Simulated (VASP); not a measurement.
# Ca (Fm-3m) in VASP: a series of runs, part 2 of 2

VASP 6.6.1. The steps go on from the part before.

## (3) Single point, PBE

Contents of INCAR:

```
SYSTEM = Ca
PREC = Accurate
ENCUT = 520
EDIFF = 1E-7
ISMEAR = 0
SIGMA = 0.03
LREAL = .FALSE.
LASPH = .TRUE.
NELM = 80
ALGO = Normal
ISIF = 2
LWAVE = .FALSE.
LCHARG = .FALSE.
GGA = PE
NBANDS = 11
```

Contents of KPOINTS:

```
regular mesh
0
G
  10 10 10
  0 0 0
```

Contents of POSCAR:

```
Ca
1.0
    0.0000000000      2.7627089163      2.7627089163
    2.7627089163      0.0000000000      2.7627089163
    2.7627089163      2.7627089163      0.0000000000
Ca
1
Direct
    0.0000000000      0.0000000000      0.0000000000
```

Potentials or basis: VASP PAW PBE potentials, release 64 (Ca_sv).

Run with:

```console
> cat potpaw_PBE.64/Ca_sv/POTCAR > POTCAR
> mpirun -np 1 vasp_std > vasp.out
```

It took 41 s on 1 thread of Intel Xeon 8259CL, shared host; peak memory 0.17 GiB.

It converged, with:

```yaml
Free_energy: -1.9315 eV
Pressure: 0.0 GPa
Band_gap_on_the_k_mesh: zero (bands 5 and 6 overlap by 0.27 eV)
```

Levels at points of the mesh, in eV from the Fermi level:
```csv
k point,band 1,band 2,band 3,band 4,band 5,band 6,band 7,band 8,band 9,band 10
"(0.00, 0.00, 0.00)",-42.05,-22.96,-22.96,-22.96,-4.04,2.31,2.31,2.31,3.38,3.38
"(0.50, 0.00, 0.00)",-42.03,-23.10,-22.98,-22.98,-1.01,-0.18,2.20,2.20,4.07,4.07
"(0.50, 0.50, 0.00)",-42.03,-23.09,-23.01,-23.01,-0.48,0.55,0.95,4.06,4.25,4.25
```

## (4) Single point, PBE

Contents of INCAR:

```
ALGO = Normal
EDIFF = 1E-6
ENCUT = 520
GGA = PE
ISIF = 2
ISMEAR = 0
LASPH = T
LCHARG = F
LREAL = F
LWAVE = F
NBANDS = 11
NELM = 100
PREC = Accurate
SIGMA = 0.1
```

Contents of KPOINTS:

```
k-points
0
Gamma
  10 10 10
```

POSCAR is that of step 3.

Run with:

```console
> cat potpaw_PBE.64/Ca_sv/POTCAR > POTCAR
> mpirun -np 1 vasp_std > vasp.out
```

Run time: 31 s. Hardware: 1 thread of Intel Xeon 8259CL, shared host; peak memory 0.17 GiB.

The run converged. Its results:

```
Free energy            : -1.9344 eV
Pressure               : 0.0 GPa
Band gap on the k mesh : zero (bands 5 and 6 overlap by 0.27 eV)
```

Levels at points of the mesh, in eV from the Fermi level:
| k point | band 2 | band 3 | band 4 | band 5 | band 6 | band 7 | band 8 | band 9 |
| --- | --- | --- | --- | --- | --- | --- | --- | --- |
| (0.00, 0.00, 0.00) | -22.96 | -22.96 | -22.96 | -4.05 | 2.31 | 2.31 | 2.31 | 3.38 |
| (0.50, 0.00, 0.00) | -23.10 | -22.98 | -22.98 | -1.01 | -0.18 | 2.20 | 2.20 | 4.07 |
| (0.50, 0.50, 0.00) | -23.09 | -23.01 | -23.01 | -0.48 | 0.55 | 0.95 | 4.06 | 4.25 |

## (5) Single point, PBE

Contents of INCAR:

```
SYSTEM = Ca
PREC = Accurate
ENCUT = 520
EDIFF = 1E-6
ISMEAR = 0
SIGMA = 0.2
LREAL = .False.
LASPH = .True.
NELM = 100
ALGO = Normal
ISIF = 2
LWAVE = .False.
LCHARG = .False.
GGA = PE
NBANDS = 11
```

Contents of KPOINTS:

```
Automatic mesh
0
Gamma
  10 10 10
  0 0 0
```

POSCAR is that of step 4.

Potentials or basis: VASP PAW PBE potentials, release 64 (Ca_sv).

Run with:

```console
> cat potpaw_PBE.64/Ca_sv/POTCAR > POTCAR
> mpirun -np 1 vasp_std > vasp.out
```

OUTCAR:

```text
SYSTEM = Ca
   PREC = Accurate
   ENCUT = 520
   EDIFF = 1E-6
   ISMEAR = 0
   LREAL = .False.
   LASPH = .True.
   NELM = 100
   ISIF = 2
   GGA = PE

 ion  position               nearest neighbor table
   1  0.000  0.000  0.000-

  LATTYP: Found a face centered cubic cell.
 ALAT       =     5.5254178326

  Lattice vectors:

 A1 = (   0.0000000000,   2.7627089163,   2.7627089163)
 A2 = (   2.7627089163,   0.0000000000,   2.7627089163)
 A3 = (   2.7627089163,   2.7627089163,   0.0000000000)

Analysis of symmetry for initial positions (statically):
[... 507 lines left out ...]
      5       0.4573      2.00000
      6       2.8029      0.00000
      7       3.4589      0.00000
      8       5.2625      0.00000
      9       5.5692      0.00000
     10       6.0078      0.00000
     11       8.6004      0.00000

 [... further k-points ...]
[... 5 lines left out ...]
  --------------------------------------------------------------------------------------
  -------------------------------------------------------------------------------------
  Total        0.0001002      0.0001002      0.0001002      0.0000000     -0.0000000     -0.0000000
  in kB        0.0038065      0.0038065      0.0038065      0.0000000     -0.0000000     -0.0000000
  external PRESSURE =       0.0038065 kB  Pullay stress =       0.0000000 kB

 VOLUME and BASIS-vectors are now :
 -----------------------------------------------------------------------------
  energy-cutoff  :      520.00
  volume of cell :       42.17
      direct lattice vectors                 reciprocal lattice vectors
     0.000000000  2.762708916  2.762708916    -0.180981788  0.180981788  0.180981788
     2.762708916  0.000000000  2.762708916     0.180981788 -0.180981788  0.180981788
     2.762708916  2.762708916  0.000000000     0.180981788  0.180981788 -0.180981788

 POSITION                                       TOTAL-FORCE (eV/Angst)
 -----------------------------------------------------------------------------------
      0.00000      0.00000      0.00000         0.000000     -0.000000      0.000000
 -----------------------------------------------------------------------------------
    total drift:                               -0.000000     -0.000000      0.000000

  FREE ENERGIE OF THE ION-ELECTRON SYSTEM (eV)
  ---------------------------------------------------
  free  energy   TOTEN  =        -1.9439013957 eV

  energy  without entropy=       -1.9192057891  energy(sigma->0) =       -1.93155359
```

OSZICAR:

```text
N       E                     dE             d eps       ncg     rms          rms(c)
DAV:   1     0.687047517686E+02    0.68705E+02   -0.50128E+03  1034   0.821E+02
DAV:   2    -0.420716708140E+00   -0.69125E+02   -0.68504E+02  1127   0.214E+02
DAV:   3    -0.188189249639E+01   -0.14612E+01   -0.14458E+01  1501   0.304E+01
DAV:   4    -0.195192435063E+01   -0.70032E-01   -0.69678E-01  1329   0.543E+00
DAV:   5    -0.195439510374E+01   -0.24708E-02   -0.24704E-02  1476   0.750E-01    0.220E+00
DAV:   6    -0.194650209603E+01    0.78930E-02   -0.11266E-02  1271   0.116E+00    0.135E+00
DAV:   7    -0.194433191025E+01    0.21702E-02   -0.16854E-02  1183   0.151E+00    0.104E-01
DAV:   8    -0.194388945847E+01    0.44245E-03   -0.19587E-03  1227   0.420E-01    0.216E-02
DAV:   9    -0.194390070130E+01   -0.11243E-04   -0.91791E-05  1355   0.794E-02    0.577E-03
DAV:  10    -0.194390139565E+01   -0.69435E-06   -0.65934E-06  1544   0.202E-02
   1 F= -.19439014E+01 E0= -.19315536E+01  d E =-.246956E-01
```

Wall time 34 s (1 thread of Intel Xeon 8259CL, shared host); peak memory 0.17 GiB.

Results:

```yaml
Free_energy: -1.9439 eV
Pressure: 0.0 GPa
Band_gap_on_the_k_mesh: zero (bands 5 and 6 overlap by 0.27 eV)
```

## (6) Single point, PBE

Contents of INCAR:

```
SYSTEM = Ca
ALGO = Normal
EDIFF = 1E-6
ENCUT = 520
GGA = PE
ISIF = 2
ISMEAR = 0
LASPH = .TRUE.
LCHARG = .TRUE.
LELF = .TRUE.
LREAL = .FALSE.
LVHAR = .TRUE.
LWAVE = .FALSE.
NBANDS = 11
NELM = 80
PREC = Accurate
SIGMA = 0.3
```

Contents of KPOINTS:

```
k-points
0
G
  10 10 10
  0 0 0
```

POSCAR is that of step 5.

Potentials or basis: VASP PAW PBE potentials, release 64 (Ca_sv).

Run with:

```console
> cat potpaw_PBE.64/Ca_sv/POTCAR > POTCAR
> mpirun -np 1 vasp_std > vasp.out
```

It took 36 s on 1 thread of Intel Xeon 8259CL, shared host; peak memory 0.17 GiB.

Results (log left out):

* Free energy: -1.9589 eV
* Pressure: 0.0 GPa
* Band gap on the k mesh: zero (bands 5 and 6 overlap by 0.27 eV)

Levels at points of the mesh, in eV from the Fermi level:
| k point | band 2 | band 3 | band 4 | band 5 | band 6 | band 7 | band 8 | band 9 |
| --- | --- | --- | --- | --- | --- | --- | --- | --- |
| (0.00, 0.00, 0.00) | -22.93 | -22.93 | -22.93 | -4.03 | 2.34 | 2.34 | 2.34 | 3.41 |
| (0.50, 0.00, 0.00) | -23.06 | -22.95 | -22.95 | -0.99 | -0.16 | 2.23 | 2.23 | 4.10 |
| (0.50, 0.50, 0.00) | -23.06 | -22.98 | -22.98 | -0.46 | 0.58 | 0.97 | 4.09 | 4.28 |

Caveat: so wide a smearing shifts energies and pressures.

## (7) The runs side by side

| smearing | gap on the mesh (eV) | pressure (GPa) |
| --- | --- | --- |
| gaussian 0.01 eV | none | 0.0 |
| gaussian 0.03 eV | none | 0.0 |
| gaussian 0.1 eV | none | 0.0 |
| gaussian 0.2 eV | none | 0.0 |
| gaussian 0.3 eV | none | 0.0 |

Alike in all rows: task single point; level PBE; potentials or basis VASP PAW PBE potentials, release 64 (Ca_sv); no spin polarisation; cell as given; k mesh 10 × 10 × 10; cutoff (eV) 520.

Caveats: so wide a smearing shifts energies and pressures (at least some runs).

Total energies depend on the potentials used, so only differences within one code and one set of settings carry meaning.
